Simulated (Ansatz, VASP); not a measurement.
# TaSi2: VASP beside Ansatz

```
CELL_PARAMETERS angstrom
4.78000 0.00000 0.00000
-2.39000 4.13960 0.00000
0.00000 0.00000 6.56400
ATOMIC_POSITIONS crystal
Ta 0.00000 0.50000 0.16667
Ta 0.50000 0.50000 0.83333
Ta 0.50000 0.00000 0.50000
Si 0.33330 0.16665 0.16667
Si 0.16665 0.83335 0.83333
Si 0.83335 0.66670 0.50000
Si 0.66670 0.83335 0.16667
Si 0.83335 0.16665 0.83333
Si 0.16665 0.33330 0.50000
```

Alike in both runs: task relaxation of cell and atoms; functional RPBE; dispersion D3(BJ); k mesh 7 × 7 × 4; occupations fermi-dirac, width 0.05 eV; no spin polarisation.

```csv
,VASP,Ansatz
version,VASP 6.6.1,Ansatz 0.2.0
potentials or method,"VASP PAW PBE potentials, release 64 (Ta_pv, Si)",Ansatz PAW
plane-wave cutoff (eV),600,420
valence electrons in the cell,57,63
```

Ansatz gave:

- gap on the k mesh at the Fermi level, each at its own relaxed structure (eV): none
- relaxed volume (Å³/atom): 12.41
- relaxed cell length with the largest relative difference (Å): 6.323

What did VASP give for the same quantities?

gap on the k mesh at the Fermi level, each at its own relaxed structure (eV): none; relaxed volume (Å³/atom): 12.41; relaxed cell length with the largest relative difference (Å): 6.322.

VASP's potentials were made for PBE, not for RPBE. A gap of «none» marks a metal or a gap that the smearing closes. VASP's potentials hold 57 valence electrons a cell and Ansatz's 63, so a difference there can come from the potentials and not from the codes.

Neither program's run includes spin-orbit coupling. Noted on Ansatz's run: the plane-wave basis is chosen anew once the cell has moved, so the energies of steps on either side of that aren't comparable.
